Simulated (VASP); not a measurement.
The system is Al4Cu.

```
Al Cu
1.0
     3.96683   -3.96962    0.00000
     3.96683    3.96962    0.00000
     0.00000    0.00000    2.78031
Al Cu
4 1
Direct
  0.73917 0.26083 0.50000
  0.26083 0.73917 0.50000
  0.30936 0.30936 0.00000
  0.69064 0.69064 0.00000
  0.00000 0.00000 0.00000
```

The cell was built from a structure type or drawn by symmetry, and may not be a known phase.

```yaml
Program: VASP 6.6.1
Task: relaxation of cell and atoms
Functional: PBE
Potentials_or_basis: VASP PAW PBE potentials, release 64 (Al, Cu)
Cutoff: 600 eV
k_mesh: 8 × 8 × 14
Occupations: gaussian, width 0.1 eV
Spin: no spin polarisation
```

At the start: pressure -0.5 GPa; volume 17.51 Å³/atom.

Question: Where does the relaxation end?

Answer: Over 15 steps the energy falls by 9.6 meV/atom and the volume is 17.49 Å³/atom (-0.1 %); space group Cmmm (No. 65, to 0.1 Å) before and after.

Step by step:
```csv
step,energy change (eV),largest force (eV/Å),pressure (GPa),volume (Å³)
1,0.0000,0.2256,-0.50,87.56
2,-0.0251,0.1634,0.25,86.86
3,-0.0333,0.1353,1.00,86.20
4,-0.0397,0.1523,0.03,87.46
5,-0.0398,0.1507,0.11,87.34
6,-0.0423,0.0842,-0.04,87.61
7,-0.0429,0.0622,-0.32,87.86
8,-0.0449,0.0728,-0.06,87.53
9,-0.0455,0.0788,0.06,87.35
10,-0.0457,0.0916,0.43,86.98
11,-0.0458,0.0864,0.24,87.14
12,-0.0473,0.0439,0.06,87.36
13,-0.0475,0.0052,-0.09,87.57
14,-0.0476,0.0155,-0.05,87.52
15,-0.0478,0.0034,-0.02,87.46
```

Final structure:
```
Al Cu
1.0
     4.07907   -3.97295    0.00000
     4.07907    3.97295    0.00000
     0.00000    0.00000    2.69835
Al Cu
4 1
Direct
  0.73513 0.26487 0.50000
  0.26487 0.73513 0.50000
  0.30138 0.30138 0.00000
  0.69862 0.69862 0.00000
  0.00000 0.00000 0.00000
```
